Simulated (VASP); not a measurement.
# SrCl2 in VASP: further runs

The runs below take SrCl2 through single point, with PBE.

Everything below comes from runs of VASP 6.6.1. Logs are shortened: lines on timing, memory, paths and dates and some standing lists are left out, and cuts for length are marked.

## Step 1: The cell of the first run

Symmetry: Immm, No. 71, orthorhombic system. Conventional cell: a = 4.954 Å, b = 5.004 Å, c = 7.041 Å, α = 90.00°, β = 90.00°, γ = 90.00°. Within 4.0 Å of Sr (site symmetry mmm) lie 8 Cl at 3.04 to 3.06 Å. Cl (site symmetry mm2) has 4 Sr at 3.04 to 3.06 Å and 6 Cl at 3.52 Å within 4.0 Å.

## Step 2: Single point, PBE

INCAR reads:

```
SYSTEM = SrCl2
PREC = Accurate
ENCUT = 520
EDIFF = 1E-6
ISMEAR = 0
SIGMA = 0.05
LREAL = .False.
LASPH = .True.
NELM = 60
ALGO = Normal
ISIF = 2
LWAVE = .False.
LCHARG = .True.
GGA = PE
LELF = .True.
LVHAR = .True.
NBANDS = 19
```

KPOINTS reads:

```
regular mesh
0
Gamma
  8 8 8
  0 0 0
```

POSCAR reads:

```
SrCl2
1.0
    0.0000000000      3.5382089848      3.5382089848
    3.5206059550      0.0176030298      3.5206059550
    3.5206059550      3.5206059550      0.0176030298
Sr Cl
1 2
Direct
    0.0000000000      0.0000000000      0.0000000000
    0.2500000000      0.2500000000      0.2500000000
    0.7500000000      0.7500000000      0.7500000000
```

Potentials or basis: VASP PAW PBE potentials, release 64 (Sr_sv, Cl).

The run is started by

```console
$ cat potpaw_PBE.64/Sr_sv/POTCAR potpaw_PBE.64/Cl/POTCAR > POTCAR
$ mpirun -np 1 vasp_std > vasp.out
```

OUTCAR:

```text
SYSTEM = SrCl2
   PREC = Accurate
   ENCUT = 520
   EDIFF = 1E-6
   ISMEAR = 0
   LREAL = .False.
   LASPH = .True.
   NELM = 60
   ISIF = 2
   GGA = PE

 ion  position               nearest neighbor table
   1  0.000  0.000  0.000-   3 3.04   2 3.04   3 3.04   2 3.04   3 3.06   2 3.06   3 3.06   2 3.06

   2  0.250  0.250  0.250-   1 3.04   1 3.04   1 3.06   1 3.06
   3  0.750  0.750  0.750-   1 3.04   1 3.04   1 3.06   1 3.06

  LATTYP: Found a body centered orthorhombic cell.
 ALAT       =     4.9539942459
 B/A-ratio  =     1.0100502513
 C/A-ratio  =     1.4213201632

  Lattice vectors:

 A1 = (  -3.5206059550,   3.5206059550,   0.0176030298)
 A2 = (  -3.5206059550,  -3.5206059550,  -0.0176030298)
 A3 = (   3.5206059550,   0.0176030298,   3.5206059550)

Analysis of symmetry for initial positions (statically):
=====================================================================
 Subroutine PRICEL returns:
 Original cell was already a primitive cell.

 Routine SETGRP: Setting up the symmetry group for a
 body centered orthorhombic supercell.

 Subroutine GETGRP returns: Found  8 space group operations
 (whereof  8 operations were pure point group operations)
 out of a pool of  8 trial point group operations.

The static configuration has the point symmetry D_2h.

Analysis of symmetry for dynamics (positions and initial velocities):
=====================================================================
 Subroutine PRICEL returns:
 Original cell was already a primitive cell.

 Routine SETGRP: Setting up the symmetry group for a
 body centered orthorhombic supercell.

 Subroutine GETGRP returns: Found  8 space group operations
 (whereof  8 operations were pure point group operations)
 out of a pool of  8 trial point group operations.

The dynamic configuration has the point symmetry D_2h.

 Subroutine INISYM returns: Found  8 space group operations
 (whereof  8 operations are pure point group operations),
 and found     1 'primitive' translations

----------------------------------------------------------------------------------------

                                     Primitive cell

  volume of cell :      87.2713

  direct lattice vectors                    reciprocal lattice vectors
     0.000000000  3.538208985  3.538208985    -0.142021006  0.141314434  0.141314434
     3.520605955  0.017603030  3.520605955     0.142021006 -0.142734680  0.142734680
[... 81 lines left out ...]
   ISPIN  =      1    spin polarized calculation?
   LNONCOLLINEAR =      F non collinear calculations
   LSORBIT =      F    spin-orbit coupling
   LASPH  =      T    aspherical Exc in radial PAW
   ENCUT  =  520.0 eV  38.22 Ry    6.18 a.u.   9.30  9.26  9.26*2*pi/ulx,y,z
   NELM   =     60;   NELMIN=  2; NELMDL= -5     # of ELM steps
   EDIFF  = 0.1E-05   stopping-criterion for ELM
   LREAL  =      F    real-space projection
   EDIFFG = 0.1E-04   stopping-criterion for IOM
   NSW    =      0    number of steps for IOM
   IBRION =     -1    ionic relax: 0-MD 1-quasi-New 2-CG
   NFREE  =      0    steps in history (QN), initial steepest desc. (CG)
   ISIF   =      2    stress and relaxation
   ISYM   =      2    0-nonsym 1-usesym 2-fastsym
   POTIM  = 0.5000    time-step for ionic-motion
   TEBEG  =    0.0;   TEEND  =   0.0 temperature during run
   PSTRESS=    0.0 pullay stress
   NELECT =      24.0000    total number of electrons
   NUPDOWN=      -1.0000    fix difference up-down
   EMIN   =  10.00;   EMAX   =-10.00  energy-range for DOS
   EFERMI =   0.00;   METHOD = LEGACY
   ISMEAR =     0;   SIGMA  =   0.05  broadening in eV -4-tet -1-fermi 0-gaus
   EFERMI_NEDOS =   21; number of points for ismear=-14 and -15
   IALGO  =     38    algorithm
   IMIX   =      4    mixing-type and parameters
     AMIX     =   0.40;   BMIX     =  1.00
     AMIX_MAG =   1.60;   BMIX_MAG =  1.00
  volume/ion in A,a.u.               =      29.09       196.31
  Fermi-wavevector in a.u.,A,eV,Ry     =   1.064604  2.011810 15.420595  1.133382
  Thomas-Fermi vector in A             =   2.200128
   LORBIT       =      0    0 simple, 1 ext, 2 COOP (PROOUT), +10 PAW based schemes
   GGA     = PE    functional components
   LHFCALC =     F    Hartree Fock is set to
   AEXX    =    0.0000 exact exchange contribution
   IVDW    =     0    specifies the selected vdW correction
   LEPSILON=     F    determine dielectric tensor
   LRPA    =     F    only Hartree local field effects (RPA)
 non-spin polarized calculation
 Gauss-broadening in eV      SIGMA  =   0.05
  energy-cutoff  :      520.00
  volume of cell :       87.27
 maximum number of plane-waves:      2377
 NGX is ok and might be reduce to    40
   NGX = 19   NGY = 19   NGZ = 19

 number of electron      23.9999999 magnetization

 Free energy of the ion-electron system (eV)
  ---------------------------------------------------
  ext. energy  EPLUGINS =         0.00000000
  ---------------------------------------------------
  free energy    TOTEN  =       -12.79107004 eV

  energy without entropy =      -12.79107004  energy(sigma->0) =      -12.79107004

 E-fermi :   0.2594     XC(G=0):  -8.1647

 val. band max:       -0.0255193791   @ k =   0.0000   0.5000   0.5000
 cond. band min:       5.2063764773   @ k =   0.0000   0.0000   0.0000
 fundamental gap:      5.2318958564
 Fermi energy:         0.2594119331

 k-point     1 :       0.0000    0.0000    0.0000
  band No.  band energies     occupation
      1     -33.0045      2.00000
      2     -14.9853      2.00000
      3     -14.9846      2.00000
      4     -14.9835      2.00000
      5     -13.2467      2.00000
      6     -12.4515      2.00000
[... 505 lines left out ...]
      6     -12.6452      2.00000
[... 11 lines left out ...]
     18       8.2084      0.00000
     19       9.3693      0.00000

 [... further k-points ...]
[... 5 lines left out ...]
  --------------------------------------------------------------------------------------
  -------------------------------------------------------------------------------------
  Total        0.0419230      0.0416616      0.0416616      0.0000000     -0.0680252      0.0000000
  in kB        0.7696469      0.7648472      0.7648472      0.0000000     -1.2488467      0.0000000
  external PRESSURE =       0.7664471 kB  Pullay stress =       0.0000000 kB

 VOLUME and BASIS-vectors are now :
 -----------------------------------------------------------------------------
  energy-cutoff  :      520.00
  volume of cell :       87.27
      direct lattice vectors                 reciprocal lattice vectors
     0.000000000  3.538208985  3.538208985    -0.142021006  0.141314434  0.141314434
     3.520605955  0.017603030  3.520605955     0.142021006 -0.142734680  0.142734680
     3.520605955  3.520605955  0.017603030     0.142021006  0.142734680 -0.142734680

 POSITION                                       TOTAL-FORCE (eV/Angst)
 -----------------------------------------------------------------------------------
      0.00000      0.00000      0.00000         0.000000      0.000000     -0.000000
      1.76030      1.76910      1.76910        -0.020512     -0.000000     -0.000000
      5.28091      5.30731      5.30731         0.020512      0.000000      0.000000
 -----------------------------------------------------------------------------------
    total drift:                               -0.000000     -0.000000      0.000000

  FREE ENERGIE OF THE ION-ELECTRON SYSTEM (eV)
  ---------------------------------------------------
  free  energy   TOTEN  =       -12.7910700366 eV

  energy  without entropy=      -12.7910700366  energy(sigma->0) =      -12.79107004
```

OSZICAR:

```text
N       E                     dE             d eps       ncg     rms          rms(c)
DAV:   1     0.140734233626E+03    0.14073E+03   -0.11404E+04  3610   0.113E+03
DAV:   2    -0.357471450515E+01   -0.14431E+03   -0.13969E+03  4703   0.222E+02
DAV:   3    -0.127651640841E+02   -0.91904E+01   -0.91602E+01  4785   0.555E+01
DAV:   4    -0.130752732821E+02   -0.31011E+00   -0.30963E+00  6005   0.858E+00
DAV:   5    -0.130783720607E+02   -0.30988E-02   -0.30983E-02  4914   0.819E-01    0.121E+01
DAV:   6    -0.127723074434E+02    0.30606E+00   -0.61875E-01  4244   0.437E+00    0.784E+00
DAV:   7    -0.127811817554E+02   -0.88743E-02   -0.35919E-01  4866   0.358E+00    0.219E+00
DAV:   8    -0.127886285187E+02   -0.74468E-02   -0.53565E-02  4059   0.128E+00    0.400E-01
DAV:   9    -0.127895833216E+02   -0.95480E-03   -0.21068E-03  4670   0.266E-01    0.144E-01
DAV:  10    -0.127909619905E+02   -0.13787E-02   -0.10106E-03  3845   0.185E-01    0.376E-02
DAV:  11    -0.127910473113E+02   -0.85321E-04   -0.56510E-05  4785   0.426E-02    0.425E-02
DAV:  12    -0.127910686128E+02   -0.21302E-04   -0.22821E-05  3894   0.243E-02    0.485E-03
DAV:  13    -0.127910700462E+02   -0.14334E-05   -0.15840E-06  4546   0.703E-03    0.488E-03
DAV:  14    -0.127910700366E+02    0.96343E-08   -0.38890E-07  3102   0.411E-03
   1 F= -.12791070E+02 E0= -.12791070E+02  d E =-.129510E-17
```

stdout:

```text
POSCAR found type information on POSCAR SrCl
 POSCAR found :  2 types and       3 ions
 scaLAPACK will be used
 LDA part: xc-table for (Slater+PW92), standard interpolation
 POSCAR, INCAR and KPOINTS ok, starting setup
 FFT: planning ... GRIDC
 FFT: planning ... GRID_SOFT
 FFT: planning ... GRID
 WAVECAR not read
 entering main loop
```

It took 4.5 min on 1 thread of Oxide Virtual Turin-like, shared host; peak memory 0.3 GiB.

What came out:

* Free energy: -12.7911 eV
* Pressure: 0.1 GPa
* Largest force: 0.021 eV/Å
* Band gap on the k mesh: 5.23 eV, indirect (least direct gap 5.52 eV)

Forces in eV/Å, atoms in the order of the input:
```
Sr   0.000  0.000  0.000
Cl  -0.021  0.000  0.000
Cl   0.021  0.000  0.000
```

A k mesh can miss the band edges. A hybrid or GW would open this gap; PBE tends to underestimate it.

## Step 3: Single point, PBE (atom 3 (Cl) moved 0.05 Å along x)

INCAR reads:

```
SYSTEM = SrCl2
  ALGO = Normal
  EDIFF = 1E-6
  ENCUT = 520
  GGA = PE
  ISIF = 2
  ISMEAR = 0
  LASPH = .TRUE.
  LCHARG = .FALSE.
  LREAL = .FALSE.
  LWAVE = .FALSE.
  NBANDS = 19
  NELM = 80
  PREC = Accurate
  SIGMA = 0.05
```

KPOINTS reads:

```
k-points
0
G
  8 8 8
  0 0 0
```

POSCAR reads:

```
SrCl2
1.0
    0.0000000000      3.5206059550      3.5206059550
    3.5206059550      0.0000000000      3.5206059550
    3.5206059550      3.5206059550      0.0000000000
Sr Cl
1 2
Direct
    0.0000000000      0.0000000000      0.0000000000
    0.2500000000      0.2500000000      0.2500000000
    0.7428989497      0.7571010503      0.7571010503
```

Potentials or basis: VASP PAW PBE potentials, release 64 (Sr_sv, Cl).

The run is started by

```console
$ cat potpaw_PBE.64/Sr_sv/POTCAR potpaw_PBE.64/Cl/POTCAR > POTCAR
$ mpirun -np 1 vasp_std > vasp.out
```

Run time: 5.4 min. Hardware: 1 thread of Oxide Virtual Turin-like, shared host; peak memory 0.3 GiB.

The run converged. Its results:

| Item | Value |
| --- | --- |
| Free energy | -12.7883 eV |
| Pressure | 0.1 GPa |
| Largest force | 0.126 eV/Å |
| Band gap on the k mesh | 5.23 eV, indirect (least direct gap 5.51 eV) |

Forces on the atoms (eV/Å):
```
Sr   0.059  0.000  0.000
Cl   0.067  0.000  0.000
Cl  -0.126  0.000  0.000
```

Stress tensor (GPa, compression positive):
```
0.10 0.00 0.00
0.00 0.09 0.19
0.00 0.19 0.09
```

Levels at points of the mesh, in eV from the valence-band top:
| k point | band 10 | band 11 | band 12 | band 13 | band 14 | band 15 |
| --- | --- | --- | --- | --- | --- | --- |
| (0.00, 0.00, 0.00) | -0.33 | -0.33 | -0.33 | 5.23 | 6.10 | 6.10 |
| (0.50, 0.00, 0.00) | -1.26 | -1.07 | -1.00 | 6.65 | 6.70 | 7.37 |
| (0.00, 0.50, 0.00) | -1.28 | -1.03 | -0.96 | 6.66 | 6.71 | 7.43 |
| (0.50, 0.50, 0.00) | -0.39 | -0.38 | 0.00 | 5.52 | 6.96 | 7.52 |
| (0.00, 0.50, 0.50) | -0.41 | -0.36 | 0.00 | 5.51 | 6.96 | 7.53 |

Caveat: the cell differs from its parent crystal (atom 3 (Cl) moved 0.05 Å along x).
